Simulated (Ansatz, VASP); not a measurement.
**Two plane-wave programs on Zn2SeS**

```xyz
4
Lattice="3.7138 0.0000 0.0000 0.0000 3.7138 0.0000 0.0000 0.0000 5.5221" Properties=species:S:1:pos:R:3 pbc="T T T"
Zn    1.8569    0.0000    4.2137
Zn    0.0000    1.8569    1.3084
Se    0.0000    0.0000    2.7611
S     1.8569    1.8569    0.0000
```

Change from the starting cell: strain -0.0500 x Voigt [1, 1, 0, 0, 0, 0], atoms carried along.

Alike in both runs: task single point; functional LDA; k mesh 8 × 8 × 6; occupations gaussian, width 0.05 eV; no spin polarisation.

|  | VASP | Ansatz |
| --- | --- | --- |
| version | VASP 6.6.1 | Ansatz 0.2.0 |
| potentials or method | VASP PAW LDA potentials, release 64 (Zn, Se, S), cutoff 520 eV | scalar-relativistic, plane waves, PAW |
| valence electrons in the cell | 36 | 46 |

VASP gave:

- gap on the k mesh at the Fermi level (eV): 1.74
- least direct gap on the mesh (eV): 1.74
- pressure (GPa): 4.8
- traceless stress, the component that is largest in VASP (GPa): -1.47
- rms of the force components (eV/Å): 0.012

Problem. What did Ansatz give for the same quantities?

Solution. gap on the k mesh at the Fermi level (eV): 1.70; least direct gap on the mesh (eV): 1.70; pressure (GPa): 4.4; traceless stress, the component that is largest in VASP (GPa): -1.49; rms of the force components (eV/Å): 0.006.

LDA's correlation is that of Perdew and Zunger in VASP and of Perdew and Wang (1992) in Ansatz. Atom by atom the forces differ by 0.005 eV/Å (rms over components). VASP's potentials hold 36 valence electrons a cell and Ansatz's 46, so a difference there can come from the potentials and not from the codes.
